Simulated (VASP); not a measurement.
# HfN (Fm-3m) in VASP: settings compared, part 2 of 2

VASP 6.6.1. Earlier steps stand in the parts before.

## (3) Electric field gradients, PBEsol

The input, INCAR:

```
PREC = Accurate ; ENCUT = 520
EDIFF = 1E-8 ; ISMEAR = -1
SIGMA = 0.05 ; LREAL = F
LASPH = T ; NELM = 80
ALGO = Normal ; ISIF = 2
LWAVE = F ; LCHARG = F
GGA = PS ; LEFG = T
NBANDS = 14
```

The input, KPOINTS:

```
regular mesh
0
Gamma
  18 18 18
```

The input, POSCAR:

```
HfN
1.0
    0.0000000000      2.2590000000      2.2590000000
    2.2590000000      0.0000000000      2.2590000000
    2.2590000000      2.2590000000      0.0000000000
Hf N
1 1
Direct
    0.0000000000      0.0000000000      0.0000000000
    0.5000000000      0.5000000000      0.5000000000
```

Potentials or basis: VASP PAW PBE potentials, release 64 (Hf_pv, N).

Command:

```
$ cat potpaw_PBE.64/Hf_pv/POTCAR potpaw_PBE.64/N/POTCAR > POTCAR
$ mpirun -np 1 vasp_std > vasp.out
```

OUTCAR:

```text
PREC = Accurate
   ENCUT = 520
   EDIFF = 1E-8
   ISMEAR = -1
   LREAL = F
   LASPH = T
   NELM = 80
   ISIF = 2
   GGA = PS

 ion  position               nearest neighbor table
   1  0.000  0.000  0.000-   2 2.26   2 2.26   2 2.26   2 2.26   2 2.26   2 2.26
   2  0.500  0.500  0.500-   1 2.26   1 2.26   1 2.26   1 2.26   1 2.26   1 2.26

  LATTYP: Found a face centered cubic cell.
 ALAT       =     4.5180000000

  Lattice vectors:

 A1 = (   0.0000000000,   2.2590000000,   2.2590000000)
 A2 = (   2.2590000000,   0.0000000000,   2.2590000000)
[... 619 lines left out ...]
  ---------------------------------------------------
  free  energy   TOTEN  =       -22.9882529786 eV

  energy  without entropy=      -22.9829682976  energy(sigma->0) =      -22.98561064

 Electric field gradients (V/A^2)
---------------------------------------------------------------------
 ion       V_xx      V_yy      V_zz      V_xy      V_xz      V_yz
---------------------------------------------------------------------
   1      -0.000     0.000     0.000    -0.000    -0.000    -0.000
   2      -0.000     0.000     0.000     0.001     0.001     0.001
---------------------------------------------------------------------

 Electric field gradients after diagonalization (V/A^2)
 (convention: |V_zz| > |V_xx| > |V_yy|)
----------------------------------------------------------------------
 ion       V_xx      V_yy      V_zz     asymmetry (V_yy - V_xx)/ V_zz
----------------------------------------------------------------------
   1       0.000     0.000    -0.001       0.000
   2      -0.001    -0.001     0.002       0.000
----------------------------------------------------------------------

           NMR quadrupolar parameters

 Cq : quadrupolar parameter    Cq=e*Q*V_zz/h
 eta: asymmetry parameters     (V_yy - V_xx)/ V_zz
 Q  : nuclear electric quadrupole moment in mb (millibarn)
----------------------------------------------------------------------
 ion       Cq(MHz)       eta       Q (mb)
----------------------------------------------------------------------
   1      -0.000       0.000       1.000
   2       0.000       0.000       1.000
----------------------------------------------------------------------
```

OSZICAR:

```text
N       E                     dE             d eps       ncg     rms          rms(c)
DAV:   1     0.367428715041E+02    0.36743E+02   -0.78669E+03  5468   0.101E+03
DAV:   2    -0.237643699844E+02   -0.60507E+02   -0.56844E+02  7270   0.236E+02
DAV:   3    -0.257121604630E+02   -0.19478E+01   -0.19421E+01  6210   0.348E+01
DAV:   4    -0.257190990645E+02   -0.69386E-02   -0.69378E-02  6540   0.243E+00
DAV:   5    -0.257191416984E+02   -0.42634E-04   -0.42634E-04  6218   0.164E-01    0.502E+01
DAV:   6    -0.231106430945E+02    0.26085E+01   -0.72451E+00  6090   0.208E+01    0.420E+01
DAV:   7    -0.230201250932E+02    0.90518E-01   -0.44427E-01  6942   0.582E+00    0.258E+01
DAV:   8    -0.229936495133E+02    0.26476E-01   -0.10811E-01  6408   0.275E+00    0.516E+00
DAV:   9    -0.229884160915E+02    0.52334E-02   -0.14572E-02  6252   0.956E-01    0.198E+00
DAV:  10    -0.229882923226E+02    0.12377E-03   -0.11058E-03  7276   0.311E-01    0.482E-01
DAV:  11    -0.229882544321E+02    0.37890E-04   -0.82920E-05  6684   0.901E-02    0.861E-02
DAV:  12    -0.229882532556E+02    0.11765E-05   -0.76650E-06  7112   0.235E-02    0.256E-02
DAV:  13    -0.229882530196E+02    0.23601E-06   -0.17067E-07  6750   0.391E-03    0.267E-03
DAV:  14    -0.229882529634E+02    0.56229E-07   -0.12782E-08  5484   0.967E-04    0.340E-03
DAV:  15    -0.229882529764E+02   -0.12975E-07   -0.20224E-09  3534   0.438E-04    0.241E-04
DAV:  16    -0.229882529786E+02   -0.22535E-08   -0.25295E-10  3288   0.147E-04
   1 F= -.22988253E+02 E0= -.22985611E+02  d E =-.528468E-02
```

stdout:

```text
POSCAR found type information on POSCAR HfN
 POSCAR found :  2 types and       2 ions
 scaLAPACK will be used
 -----------------------------------------------------------------------------
|                                                                             |
|                                                                             |
|     You enforced a specific xc type in the INCAR file but a different       |
|     I HOPE YOU KNOW WHAT YOU ARE DOING!                                     |
|                                                                             |
 -----------------------------------------------------------------------------

 LDA part: xc-table for (Slater+PW92), standard interpolation
 POSCAR, INCAR and KPOINTS ok, starting setup
 FFT: planning ... GRIDC
 FFT: planning ... GRID_SOFT
 FFT: planning ... GRID
 WAVECAR not read
 entering main loop
ion   1

ion   2
```

It took 37 s on 1 thread of AMD EPYC 9R45 (Zen 5), shared host; peak memory 0.16 GiB.

What came out:

* Free energy: -22.9883 eV
* Pressure: -5.2 GPa

Levels at points of the mesh, in eV from the Fermi level:
| k point | band 4 | band 5 | band 6 | band 7 | band 8 | band 9 | band 10 | band 11 | band 12 | band 13 |
| --- | --- | --- | --- | --- | --- | --- | --- | --- | --- | --- |
| (0.00, 0.00, 0.00) | -17.43 | -2.97 | -2.97 | -2.97 | -0.36 | -0.36 | -0.36 | 1.82 | 1.96 | 1.96 |
| (0.50, 0.00, 0.00) | -14.65 | -8.89 | -6.16 | -6.16 | 3.31 | 3.73 | 3.73 | 4.42 | 8.88 | 8.88 |
| (0.50, 0.50, 0.00) | -16.31 | -5.38 | -3.83 | -3.64 | -3.64 | 4.10 | 5.56 | 5.56 | 5.62 | 7.95 |

Caveat: without QUAD_EFG the Cq values of the log hold for a quadrupole moment of 1 mb, not for the nuclei; the PAW data sets were made with another functional, which shifts forces and pressure a little; spin-orbit coupling is left out, which moves the levels of the heavy elements.
